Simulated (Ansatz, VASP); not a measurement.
## Two plane-wave programs on C

```
C
1.0
     1.22958   -2.12920    0.00000
     1.22958    2.12920    0.00000
     0.00000    0.00000    7.32913
C
4
Direct
  0.08332 0.91668 0.75003
  0.58332 0.41668 0.24997
  0.91668 0.08332 0.24997
  0.41668 0.58332 0.75003
```

Alike in both runs: functional PBEsol; k mesh 18 × 18 × 6; occupations gaussian, width 0.1 eV; no spin polarisation.

Ansatz relaxed the structure, and its values are those at the end. VASP's run is a single point on that final structure, the one shown.

|  | VASP | Ansatz |
| --- | --- | --- |
| version | VASP 6.6.1 | Ansatz 0.2.0 |
| potentials or method | VASP PAW PBE potentials, release 64 (C), cutoff 520 eV | scalar-relativistic, plane waves, PAW |
| valence electrons in the cell | 16 | 16 |

Ansatz gave:

```
gap on the k mesh at the Fermi level (eV) : none
pressure (GPa)                            : 0.0
```

Q: Which values does VASP return?

A: gap on the k mesh at the Fermi level (eV): none; pressure (GPa): 0.6.

VASP's potentials were made for PBE, not for PBEsol. A gap of «none» marks a metal or a gap that the smearing closes.
